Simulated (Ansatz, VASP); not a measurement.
# One calculation of InAs, two programs

```xyz
2
Lattice="0.0000 3.4366 2.8648 2.8648 0.0000 2.8648 2.8648 3.4366 0.0000" Properties=species:S:1:pos:R:3 pbc="T T T"
In    0.0000    0.0000    0.0000
As    4.2972    5.1549    4.2972
```

Alike in both runs: task single point; functional PBEsol; k mesh 14 × 14 × 14; occupations gaussian, width 0.15 eV; no spin polarisation.

|  | VASP | Ansatz |
| --- | --- | --- |
| version | VASP 6.6.1 | Ansatz 0.2.0 |
| potentials or method | VASP PAW PBE potentials, release 64 (In_d, As), cutoff 520 eV | scalar-relativistic, plane waves, PAW |
| valence electrons in the cell | 18 | 28 |

|  | VASP | Ansatz | Ansatz less VASP |
| --- | --- | --- | --- |
| gap on the k mesh at the Fermi level (eV) | none | none | - |
| pressure (GPa) | -0.4 | -0.5 | -0.07 |
| traceless stress, the component that is largest in VASP (GPa) | -5.64 | -5.64 | -0.004 |

VASP's potentials were made for PBE, not for PBEsol, and Ansatz warns of the same on its side. A gap of «none» marks a metal or a gap that the smearing closes. The functional is the same, so the differences come from potentials, cutoffs and numerics. VASP's potentials hold 18 valence electrons a cell and Ansatz's 28, so a difference there can come from the potentials and not from the codes.
